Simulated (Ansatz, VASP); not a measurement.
# Hg: VASP beside Ansatz

```
Hg
1.0
     3.61004    0.00000    0.00000
    -1.80502    3.12639    0.00000
     0.00000    0.00000    5.64021
Hg
2
Direct
  0.66667 0.33333 0.75000
  0.33333 0.66667 0.25000
```

Alike in both runs: task single point; functional PBEsol; k mesh 12 × 12 × 8; occupations gaussian, width 0.05 eV; no spin polarisation.

|  | VASP | Ansatz |
| --- | --- | --- |
| version | VASP 6.6.1 | Ansatz 0.2.0 |
| potentials or method | VASP PAW PBE potentials, release 64 (Hg), cutoff 520 eV | scalar-relativistic, plane waves, PAW |
| valence electrons in the cell | 24 | 40 |

|  | VASP | Ansatz | Ansatz less VASP |
| --- | --- | --- | --- |
| gap on the k mesh at the Fermi level (eV) | 0.36 | 0.35 | -0.009 |
| least direct gap on the mesh (eV) | 1.28 | 1.27 | -0.012 |
| pressure (GPa) | -2.8 | -2.8 | -0.03 |
| traceless stress, the component that is largest in VASP (GPa) | -0.15 | -0.16 | -0.010 |

VASP's potentials were made for PBE, not for PBEsol. VASP's potentials hold 24 valence electrons a cell and Ansatz's 40, so a difference there can come from the potentials and not from the codes.

Spin-orbit coupling is off throughout.
